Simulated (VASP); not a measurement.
Runs of VASP 6.6.1 on BP. The structure is that of space group F-43m (No. 216), or close to it. The cells are those of the table. 

```tsv
task	cell	k mesh	cutoff (eV)	smearing	gap on the mesh (eV)	pressure (GPa)
single point	a = 3.216 Å, angles 60.0°, 2 atoms	10 × 10 × 10	520	gaussian 0.02 eV	1.25	-0.2
single point	a = 3.205 Å, angles 60.0°, 2 atoms	8 × 8 × 8	500	gaussian 0.1 eV	1.26	(a)
relaxation of cell and atoms	relaxed from a = 3.205 Å, angles 60.0°, 2 atoms	10 × 10 × 10	600	gaussian 0.02 eV	1.25	0.0
single point	a = 3.216 Å, angles 60.0°, 2 atoms	10 × 10 × 10	500	gaussian 0.01 eV	1.25	-0.2
```

Alike in all rows: level PBE; potentials or basis VASP PAW PBE potentials, release 64 (B, P); no spin polarisation.

Question: Estimate the missing entries.

Answer: (a) 1.6.

A k mesh can miss the band edges.
